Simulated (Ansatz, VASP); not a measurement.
One calculation of Te, two programs

File INCAR:

```
  PREC = Accurate
  ENCUT = 520
  EDIFF = 1E-7
  ISMEAR = -1
  SIGMA = 0.05
  LREAL = F
  LASPH = T
  NELM = 150
  ALGO = Normal
  ISIF = 2
  LWAVE = F
  LCHARG = T
  MAGMOM = 0 0 0 0 0 0 0 0 0
  LORBIT = 11
  LSORBIT = T
  GGA_COMPAT = F
  LORBMOM = T
  GGA = RP
  LVHAR = T
  NBANDS = 31
```

The input KPOINTS:

```
Automatic mesh
0
Gamma
  4 4 4
```

File POSCAR:

```
Te
1.0
    6.5491427225      0.0000000000      0.0000000000
   -3.2745713612      5.6717239707      0.0000000000
    0.0000000000      0.0000000000      5.7800977719
Te
3
Direct
    0.1748769752      1.0000000000      0.3333333333
    1.0000000000      0.1748769752      0.6666666667
    0.8251230248      0.8251230248      0.0000000000
```

Input for Ansatz:

```yaml
crystal:
  lattice:
    - [6.5491427225, 0.0, 0.0]
    - [-3.2745713612, 5.6717239707, 0.0]
    - [0.0, 0.0, 5.7800977719]
  atoms:
    - { symbol: Te, position: [0.1748769752, 1.0, 0.3333333333] }
    - { symbol: Te, position: [1.0, 0.1748769752, 0.6666666667] }
    - { symbol: Te, position: [0.8251230248, 0.8251230248, 0.0] }
hamiltonian:
  xc: rpbe
  pseudopotentials:
    kind: paw_fr
    azcp:
      Te: "pseudopotentials/Te.paw.azcp"
basis:
  ecutwfc: 420
  fft_grid_basis: typed
kpoints:
  mp_grid: { grid: [4, 4, 4], shift: [0, 0, 0] }
magnetization:
  noncollinear: true
  spin_orbit: true
scf:
  occupations: { method: fermi_dirac, width: 0.05 }
```

Alike in both runs: task single point; functional RPBE; k mesh 4 × 4 × 4; occupations fermi-dirac, width 0.05 eV; non-collinear spin, spin-orbit coupling.

|  | VASP | Ansatz |
| --- | --- | --- |
| version | VASP 6.6.1 | Ansatz 0.2.0 |
| potentials or method | VASP PAW PBE potentials, release 64 (Te), cutoff 520 eV | plane waves (420 eV) with PAW, fully relativistic with spin-orbit coupling |
| valence electrons in the cell | 18 | 48 |

```csv
,VASP,Ansatz,Ansatz less VASP
net moment per atom (μB),0.00,0.00,0.000
```

VASP's potentials were made for PBE, not for RPBE. VASP's potentials hold 18 valence electrons a cell and Ansatz's 48, so a difference there can come from the potentials and not from the codes.
